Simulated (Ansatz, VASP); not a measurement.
# EuO: VASP beside Ansatz

```xyz
2
Lattice="0.0000 2.5720 2.5720 2.5720 0.0000 2.5720 2.5720 2.5720 0.0000" Properties=species:S:1:pos:R:3 pbc="T T T"
Eu    2.5720    2.5720    2.5720
O     0.0000    0.0000    0.0000
```

Alike in both runs: task single point; functional PBE; k mesh 5 × 5 × 5; occupations gaussian, width 0.05 eV; collinear spin; Hubbard terms Eu f U = 6.0 eV.

```csv
,VASP,Ansatz
version,VASP 6.6.1,Ansatz 0.2.0
potentials or method,"VASP PAW PBE potentials, release 64 (Eu, O), cutoff 600 eV","scalar-relativistic, plane waves, PAW"
valence electrons in the cell,23,23
```

```csv
,VASP,Ansatz,Ansatz less VASP
gap on the k mesh at the Fermi level (eV),0.25,0.55,+0.297
least direct gap on the mesh (eV),0.42,0.79,+0.367
pressure (GPa),1.4,1.8,+0.39
net moment per atom (μB),3.50,3.50,0.000
size of the moment on the site where the two differ most (μB),6.73,6.75,+0.028
```

Site moments also hang on the region over which each program counts them. The programs project onto different local orbitals, so the same U acts differently, and such runs can settle in different states. Ansatz's warnings: stability check not made.

The k mesh is coarse, so the values compare programs but aren't converged. Spin-orbit coupling is off throughout.
